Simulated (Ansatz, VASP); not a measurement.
One calculation of HfN, two programs

```
CELL_PARAMETERS angstrom
0.00000 2.36065 2.25900
2.36065 0.00000 2.25900
2.36065 2.36065 0.00000
ATOMIC_POSITIONS crystal
Hf 0.00000 0.00000 0.00000
N 0.50000 0.50000 0.50000
```

Change from the starting cell: strain +0.0450 x Voigt [1, 1, 0, 0, 0, 0], atoms carried along.

Alike in both runs: task single point; functional PBEsol; k mesh 18 × 18 × 18; occupations gaussian, width 0.15 eV; no spin polarisation.

|  | VASP | Ansatz |
| --- | --- | --- |
| version | VASP 6.6.1 | Ansatz 0.2.0 |
| potentials or method | VASP PAW PBE potentials, release 64 (Hf_pv, N), cutoff 520 eV | scalar-relativistic, plane waves, PAW |
| valence electrons in the cell | 15 | 31 |

VASP gave:

```
gap on the k mesh at the Fermi level (eV)                     : none
pressure (GPa)                                                : -23.7
traceless stress, the component that is largest in VASP (GPa) : 9.61
```

What did Ansatz give for the same quantities?

gap on the k mesh at the Fermi level (eV): none; pressure (GPa): -21.8; traceless stress, the component that is largest in VASP (GPa): 9.78.

VASP's potentials were made for PBE, not for PBEsol. A gap of «none» marks a metal or a gap that the smearing closes. VASP's potentials hold 15 valence electrons a cell and Ansatz's 31, so a difference there can come from the potentials and not from the codes.

Neither program's run includes spin-orbit coupling.
